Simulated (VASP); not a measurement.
Rb: single point with r2SCAN

Rb:

```
CELL_PARAMETERS angstrom
-2.84635 2.84635 2.84635
2.84635 -2.84635 2.84635
2.84635 2.84635 -2.84635
ATOMIC_POSITIONS crystal
Rb 0.00000 0.00000 0.00000
```

* Program: VASP 6.6.1
* Task: single point
* Functional: r2SCAN
* Potentials or basis: VASP PAW PBE potentials, release 64 (Rb_sv)
* Cutoff: 520 eV
* k mesh: 10 × 10 × 10
* Occupations: gaussian, width 0.05 eV
* Spin: no spin polarisation
* Dipole correction: no
* Further INCAR settings: ALGO = Normal; EDIFF = 1e-06; NBANDS = 10

The pressure is 0.1 GPa and the band gap on the k mesh is zero (an odd number of electrons rules out a gap without spin polarisation).

Levels at points of the mesh, in eV from the Fermi level:
| k point | band 2 | band 3 | band 4 | band 5 | band 6 | band 7 | band 8 | band 9 |
| --- | --- | --- | --- | --- | --- | --- | --- | --- |
| (0.00, 0.00, 0.00) | -13.58 | -13.58 | -13.58 | -2.08 | 4.10 | 4.10 | 4.10 | 5.07 |
| (0.50, 0.00, 0.00) | -13.67 | -13.61 | -13.58 | 0.35 | 0.71 | 2.87 | 4.76 | 5.48 |
| (0.50, 0.50, 0.50) | -13.64 | -13.64 | -13.64 | 1.32 | 1.32 | 3.48 | 3.48 | 3.48 |

Wall time 2.6 min on 1 thread of Intel Xeon 8259CL, with other jobs on the host, peak memory 0.27 GiB.

Caveat: the PAW data sets were made with another functional, which shifts forces and pressure a little.
